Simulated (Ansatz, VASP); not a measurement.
# C in VASP and in Ansatz

INCAR

```
SYSTEM = C
PREC = Accurate ; ENCUT = 520
EDIFF = 1E-7 ; ISMEAR = 0
SIGMA = 0.05 ; LREAL = .False.
LASPH = .True. ; NELM = 60
ALGO = Normal ; ISIF = 2
LWAVE = .False. ; LCHARG = .False.
GGA = PE ; IVDW = 12
NBANDS = 11
```

The input KPOINTS:

```
regular mesh
0
Gamma
  15 15 15
  0 0 0
```

The input POSCAR:

```
C
1.0
    1.2324984681      0.7115833223      3.3613878357
   -1.2324984681      0.7115833223      3.3613878357
    0.0000000000     -1.4231666447      3.3613878357
C
2
Direct
    0.1501921973      0.1501921973      0.1923517014
    0.8498078027      0.8498078027      0.8076482986
```

Input for Ansatz:

```yaml
crystal:
  lattice:
    - [1.2324984681, 0.7115833223, 3.3613878357]
    - [-1.2324984681, 0.7115833223, 3.3613878357]
    - [0.0, -1.4231666447, 3.3613878357]
  atoms:
    - { symbol: C, position: [0.1501921973, 0.1501921973, 0.1923517014] }
    - { symbol: C, position: [0.8498078027, 0.8498078027, 0.8076482986] }
basis:
  ecutwfc: 520.0
kpoints:
  mp_grid: { grid: [15, 15, 15] }
hamiltonian:
  xc: pbe
  dispersion: d3bj
scf:
  occupations: { method: gaussian, width: 0.05 }
output:
  forces: true
  stress: true
  eigenvalues: true
  write_density: true
  write_potential: true
  elf: true
  volumetric_format: npy
```

Change from the starting cell: mode 4 frozen in at -0.024 Å and mode 6 at -0.060 Å (largest displacements).

Alike in both runs: task single point; functional PBE; dispersion D3(BJ); k mesh 15 × 15 × 15; occupations gaussian, width 0.05 eV; no spin polarisation.

|  | VASP | Ansatz |
| --- | --- | --- |
| version | VASP 6.6.1 | Ansatz 0.2.0 |
| potentials or method | VASP PAW PBE potentials, release 64 (C), cutoff 520 eV | scalar-relativistic, plane waves, PAW |
| valence electrons in the cell | 8 | 8 |

```tsv
	VASP	Ansatz	Ansatz less VASP
gap on the k mesh at the Fermi level (eV)	0.22	0.22	+0.001
least direct gap on the mesh (eV)	0.36	0.36	0.000
pressure (GPa)	7.7	7.3	-0.34
traceless stress, the component that is largest in VASP (GPa)	19.17	18.73	-0.431
rms of the force components (eV/Å)	4.284	4.273	-0.0106
```

Atom by atom the forces differ by 0.011 eV/Å (rms over components).
